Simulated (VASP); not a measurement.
A run of VASP 6.6.1:

Contents of INCAR:

```
ALGO = Fast ; EDIFF = 1E-6
ENCUT = 520 ; GGA = PS
ISIF = 2 ; ISMEAR = 0
LASPH = T ; LCHARG = T
LELF = T ; LREAL = F
LVHAR = T ; LWAVE = F
NBANDS = 11 ; NELM = 80
PREC = Accurate ; SIGMA = 0.15
```

Contents of KPOINTS:

```
k-points
0
Gamma
  30 30 30
```

The input POSCAR:

```
Pt
1.0
   -1.5818495674      1.5818495674      1.5185755847
    1.5818495674     -1.5818495674      1.5185755847
    1.5818495674      1.5818495674     -1.5185755847
Pt
1
Direct
    0.0000000000      0.0000000000      0.0000000000
```

Potentials or basis: VASP PAW PBE potentials, release 64 (Pt).

Command:

```sh
$ cat potpaw_PBE.64/Pt/POTCAR > POTCAR
$ mpirun -np 1 vasp_std > vasp.out
```

Hardware: 1 thread of Intel(R) Xeon(R) 6975P-C (Granite Rapids) (shared host).

How long does it take, and how much memory?

Wall time 120 s on 1 thread of Intel(R) Xeon(R) 6975P-C (Granite Rapids), with other jobs on the host, peak memory 0.42 GiB. Counts: scf iterations 12, k points 1992.
